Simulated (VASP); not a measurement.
# P7Ru (Fm-3m) in VASP: notebook

The runs below take P7Ru through single point, relaxation of cell and atoms, with PBE.

Program: VASP 6.6.1. These are calculated values, not measurements. Logs are shortened: lines on timing, memory, paths and dates and some standing lists are left out, and cuts for length are marked.

### Step 1. The cell of the first run

It takes space group Fm-3m (No. 225, cubic). Conventional cell: a = 7.703 Å, b = 7.703 Å, c = 7.703 Å, α = 90.00°, β = 90.00°, γ = 90.00°. Within 3.6 Å of P (site symmetry m-3m) lie 12 P at 2.72 Å. P (site symmetry mmm) has 10 P at 2.72 Å and 2 Ru at 2.72 Å within 3.6 Å. Ru (site symmetry m-3m) has 12 P at 2.72 Å within 3.6 Å.

The cell was generated, and may not be a known phase.

### Step 2. Single point, PBE

The input, INCAR:

```
ALGO = Normal
EDIFF = 1E-6
ENCUT = 520
GGA = PE
ISIF = 2
ISMEAR = 0
LASPH = T
LCHARG = F
LREAL = F
LWAVE = F
NBANDS = 34
NELM = 100
PREC = Accurate
SIGMA = 0.1
```

The input, KPOINTS:

```
k-points
0
Gamma
  4 4 4
```

The input, POSCAR:

```
P7Ru
1.0
    0.0000000000      3.8514223095      3.8514223095
    3.8514223095      0.0000000000      3.8514223095
    3.8514223095      3.8514223095      0.0000000000
P Ru
7 1
Direct
    0.0000000000      0.0000000000      0.0000000000
    0.0000000000      0.5000000000      0.0000000000
    0.5000000000      0.0000000000      0.0000000000
    0.0000000000      0.5000000000      0.5000000000
    0.5000000000      0.0000000000      0.5000000000
    0.0000000000      0.0000000000      0.5000000000
    0.5000000000      0.5000000000      0.0000000000
    0.5000000000      0.5000000000      0.5000000000
```

Potentials or basis: VASP PAW PBE potentials, release 64 (P, Ru_pv).

The run is started by

```console
cat potpaw_PBE.64/P/POTCAR potpaw_PBE.64/Ru_pv/POTCAR > POTCAR
mpirun -np 1 vasp_std > vasp.out
```

OUTCAR:

```text
EDIFF = 1E-6
   ENCUT = 520
   GGA = PE
   ISIF = 2
   ISMEAR = 0
   LASPH = T
   LREAL = F
   NELM = 100
   PREC = Accurate

 ion  position               nearest neighbor table
   1  0.000  0.000  0.000-   2 2.72   3 2.72   6 2.72   4 2.72   5 2.72   6 2.72   2 2.72   4 2.72
                             7 2.72   3 2.72   5 2.72   7 2.72
   2  0.000  0.500  0.000-   1 2.72   4 2.72   7 2.72   4 2.72   6 2.72   8 2.72   1 2.72   3 2.72
                             6 2.72   3 2.72   7 2.72   8 2.72
   3  0.500  0.000  0.000-   1 2.72   5 2.72   7 2.72   5 2.72   6 2.72   8 2.72   2 2.72   7 2.72
                             8 2.72   1 2.72   2 2.72   6 2.72
   4  0.000  0.500  0.500-   2 2.72   6 2.72   8 2.72   1 2.72   2 2.72   7 2.72   1 2.72   5 2.72
                             6 2.72   5 2.72   7 2.72   8 2.72
   5  0.500  0.000  0.500-   3 2.72   6 2.72   8 2.72   1 2.72   3 2.72   7 2.72   4 2.72   7 2.72
                             8 2.72   1 2.72   4 2.72   6 2.72
   6  0.000  0.000  0.500-   1 2.72   4 2.72   5 2.72   1 2.72   2 2.72   3 2.72   2 2.72   4 2.72
                             8 2.72   3 2.72   5 2.72   8 2.72
   7  0.500  0.500  0.000-   2 2.72   3 2.72   8 2.72   4 2.72   5 2.72   8 2.72   1 2.72   3 2.72
                             5 2.72   1 2.72   2 2.72   4 2.72
   8  0.500  0.500  0.500-   4 2.72   5 2.72   7 2.72   2 2.72   3 2.72   7 2.72   3 2.72   5 2.72
                             6 2.72   2 2.72   4 2.72   6 2.72

  LATTYP: Found a face centered cubic cell.
 ALAT       =     7.7028446190

  Lattice vectors:

 A1 = (   0.0000000000,   3.8514223095,   3.8514223095)
 A2 = (   3.8514223095,   0.0000000000,   3.8514223095)
 A3 = (   3.8514223095,   3.8514223095,   0.0000000000)

Analysis of symmetry for initial positions (statically):
=====================================================================
 Subroutine PRICEL returns:
 Original cell was already a primitive cell.

 Routine SETGRP: Setting up the symmetry group for a
 face centered cubic supercell.

 Subroutine GETGRP returns: Found 48 space group operations
 (whereof 48 operations were pure point group operations)
 out of a pool of 48 trial point group operations.

The static configuration has the point symmetry O_h .

Analysis of symmetry for dynamics (positions and initial velocities):
=====================================================================
 Subroutine PRICEL returns:
 Original cell was already a primitive cell.

 Routine SETGRP: Setting up the symmetry group for a
 face centered cubic supercell.

 Subroutine GETGRP returns: Found 48 space group operations
 (whereof 48 operations were pure point group operations)
[... 105 lines left out ...]
   POTIM  = 0.5000    time-step for ionic-motion
   TEBEG  =    0.0;   TEEND  =   0.0 temperature during run
   PSTRESS=    0.0 pullay stress
   NELECT =      49.0000    total number of electrons
   NUPDOWN=      -1.0000    fix difference up-down
   EMIN   =  10.00;   EMAX   =-10.00  energy-range for DOS
   EFERMI =   0.00;   METHOD = LEGACY
   ISMEAR =     0;   SIGMA  =   0.10  broadening in eV -4-tet -1-fermi 0-gaus
   EFERMI_NEDOS =   21; number of points for ismear=-14 and -15
   IALGO  =     38    algorithm
   IMIX   =      4    mixing-type and parameters
     AMIX     =   0.40;   BMIX     =  1.00
     AMIX_MAG =   1.60;   BMIX_MAG =  1.00
  volume/ion in A,a.u.               =      14.28        96.38
  Fermi-wavevector in a.u.,A,eV,Ry     =   1.234551  2.332963 20.736861  1.524116
  Thomas-Fermi vector in A             =   2.369237
   LORBIT       =      0    0 simple, 1 ext, 2 COOP (PROOUT), +10 PAW based schemes
   GGA     = PE    functional components
   LHFCALC =     F    Hartree Fock is set to
   AEXX    =    0.0000 exact exchange contribution
   IVDW    =     0    specifies the selected vdW correction
   LEPSILON=     F    determine dielectric tensor
   LRPA    =     F    only Hartree local field effects (RPA)
 non-spin polarized calculation
 Gauss-broadening in eV      SIGMA  =   0.10
  energy-cutoff  :      520.00
  volume of cell :      114.26
 maximum number of plane-waves:      3119
 NGX is ok and might be reduce to    42
   NGX = 21   NGY = 21   NGZ = 21

 number of electron      48.9999994 magnetization

 Free energy of the ion-electron system (eV)
  ---------------------------------------------------
  ext. energy  EPLUGINS =         0.00000000
  ---------------------------------------------------
  free energy    TOTEN  =       -41.16397175 eV

  energy without entropy =      -41.13006339  energy(sigma->0) =      -41.14701757

 E-fermi :  10.4457     XC(G=0): -11.8289

 val. band max:       10.4178900044   @ k =  -0.2500   0.5000   0.2500
 cond. band min:      10.4709717014   @ k =   0.5000   0.2500   0.0000
 fundamental gap:      0.0530816971
 Fermi energy:        10.4457292836

 k-point     1 :       0.0000    0.0000    0.0000
  band No.  band energies     occupation
      1     -32.1350      2.00000
      2     -32.1350      2.00000
      3     -32.1350      2.00000
      4      -5.7861      2.00000
      5      -0.4512      2.00000
      6      -0.4512      2.00000
[... 285 lines left out ...]
     33      13.1357      0.00000
     34      13.1360      0.00000

------------------------ aborting loop because EDIFF is reached ----------------------------------------

  FORCE on cell =-STRESS in cart. coord.  units (eV):
  Direction    XX          YY          ZZ          XY          YZ          ZX
  --------------------------------------------------------------------------------------
  -------------------------------------------------------------------------------------
  Total       -0.1043960     -0.1043960     -0.1043960     -0.0000000      0.0000000      0.0000000
  in kB       -1.4638643     -1.4638643     -1.4638643     -0.0000000      0.0000000      0.0000000
  external PRESSURE =      -1.4638643 kB  Pullay stress =       0.0000000 kB

 VOLUME and BASIS-vectors are now :
 -----------------------------------------------------------------------------
  energy-cutoff  :      520.00
  volume of cell :      114.26
      direct lattice vectors                 reciprocal lattice vectors
     0.000000000  3.851422310  3.851422310    -0.129822170  0.129822170  0.129822170
     3.851422310  0.000000000  3.851422310     0.129822170 -0.129822170  0.129822170
     3.851422310  3.851422310  0.000000000     0.129822170  0.129822170 -0.129822170

 POSITION                                       TOTAL-FORCE (eV/Angst)
 -----------------------------------------------------------------------------------
      0.00000      0.00000      0.00000        -0.000000      0.000000     -0.000000
      1.92571      0.00000      1.92571         0.000000      0.000000     -0.000000
      0.00000      1.92571      1.92571        -0.000000     -0.000000      0.000000
      3.85142      1.92571      1.92571         0.000000     -0.000000      0.000000
      1.92571      3.85142      1.92571        -0.000000      0.000000     -0.000000
      1.92571      1.92571      0.00000        -0.000000      0.000000     -0.000000
      1.92571      1.92571      3.85142        -0.000000      0.000000     -0.000000
      3.85142      3.85142      3.85142         0.000000     -0.000000      0.000000
 -----------------------------------------------------------------------------------
    total drift:                               -0.000000     -0.000000     -0.000000

  FREE ENERGIE OF THE ION-ELECTRON SYSTEM (eV)
  ---------------------------------------------------
  free  energy   TOTEN  =       -41.1639717538 eV

  energy  without entropy=      -41.1300633897  energy(sigma->0) =      -41.14701757
```

Run time: 73 s. Hardware: 1 thread of Intel Xeon 8259CL, shared host; peak memory 0.25 GiB.

Results:

| Quantity | Value |
| --- | --- |
| Free energy | -41.1640 eV |
| Pressure | -0.1 GPa |
| Band gap on the k mesh | zero (an odd number of electrons rules out a gap without spin polarisation) |

### Step 3. Single point, PBE

This run uses another cell than the first one, of 18.24 Å³/atom.

The input, INCAR:

```
  ALGO = Normal
  EDIFF = 1E-7
  ENCUT = 520
  GGA = PE
  ISIF = 2
  ISMEAR = 0
  LASPH = T
  LCHARG = T
  LELF = T
  LREAL = F
  LVHAR = T
  LWAVE = F
  NBANDS = 34
  NELM = 100
  PREC = Accurate
  SIGMA = 0.1
```

KPOINTS is that of step 2.

Edit POSCAR of step 2 so:

```diff
@@ -2,5 +2,5 @@
 1.0
-    0.0000000000      3.8514223095      3.8514223095
-    3.8514223095      0.0000000000      3.8514223095
-    3.8514223095      3.8514223095      0.0000000000
+    0.0000000000      4.1787042200      4.1787042200
+    4.1787042200      0.0000000000      4.1787042200
+    4.1787042200      4.1787042200      0.0000000000
 P Ru
```

Potentials or basis: VASP PAW PBE potentials, release 64 (P, Ru_pv).

The run is started by

```console
cat potpaw_PBE.64/P/POTCAR potpaw_PBE.64/Ru_pv/POTCAR > POTCAR
mpirun -np 1 vasp_std > vasp.out
```

It took 2 min on 1 thread of Intel Xeon 8259CL, shared host; peak memory 0.32 GiB.

The run converged. Its results:

```yaml
Free_energy: -39.1284 eV
Pressure: -16.8 GPa
Band_gap_on_the_k_mesh: zero (an odd number of electrons rules out a gap without spin polarisation)
```

Levels at points of the mesh, in eV from the Fermi level:
```tsv
k point	band 20	band 21	band 22	band 23	band 24	band 25	band 26	band 27	band 28	band 29
(0.00, 0.00, 0.00)	-0.88	-0.86	-0.86	0.42	0.44	0.44	0.44	1.41	1.41	1.41
(0.50, 0.00, 0.00)	-1.24	-0.87	-0.83	-0.83	-0.78	-0.78	-0.14	0.87	0.87	1.55
(0.50, 0.50, 0.00)	-1.62	-1.61	-1.41	-1.41	-0.83	-0.73	-0.03	-0.02	0.79	0.84
```

Caveat: the cell stands under tension.

### Step 4. Single point, PBE

This run uses another cell than the first one, of 14.24 Å³/atom.

The input, INCAR:

```
  PREC = Accurate
  ENCUT = 520
  EDIFF = 1E-6
  ISMEAR = 0
  SIGMA = 0.1
  LREAL = False
  LASPH = True
  NELM = 80
  ALGO = Normal
  ISIF = 2
  LWAVE = False
  LCHARG = False
  GGA = PE
  NBANDS = 34
```

The input, KPOINTS:

```
Automatic mesh
0
Gamma
  8 8 8
```

Edit POSCAR of step 3 so:

```diff
@@ -2,5 +2,5 @@
 1.0
-    0.0000000000      4.1787042200      4.1787042200
-    4.1787042200      0.0000000000      4.1787042200
-    4.1787042200      4.1787042200      0.0000000000
+    0.0000000000      3.8476208422      3.8476208422
+    3.8476208422      0.0000000000      3.8476208422
+    3.8476208422      3.8476208422      0.0000000000
 P Ru
```

The run is started by

```console
cat potpaw_PBE.64/P/POTCAR potpaw_PBE.64/Ru_pv/POTCAR > POTCAR
mpirun -np 1 vasp_std > vasp.out
```

Run time: 2.8 min. Hardware: 1 thread of Intel Xeon 8259CL, shared host; peak memory 0.28 GiB.

Results (log left out):

```
Free energy            : -41.3515 eV
Pressure               : -0.2 GPa
Band gap on the k mesh : zero (an odd number of electrons rules out a gap without spin polarisation)
```

Levels at points of the mesh, in eV from the Fermi level:
| k point | band 23 | band 24 | band 25 | band 26 | band 27 | band 28 |
| --- | --- | --- | --- | --- | --- | --- |
| (0.00, 0.00, 0.00) | -0.23 | 0.53 | 0.53 | 0.53 | 1.86 | 1.86 |
| (0.50, 0.00, 0.00) | -1.00 | -0.94 | -0.94 | -0.02 | 1.08 | 1.08 |
| (0.50, 0.50, 0.00) | -1.57 | -1.06 | -0.71 | 0.12 | 0.67 | 0.93 |

(Continued in part 2 of 2.)

The gap in the log of VASP goes by the Fermi energy; the results here count the filled bands.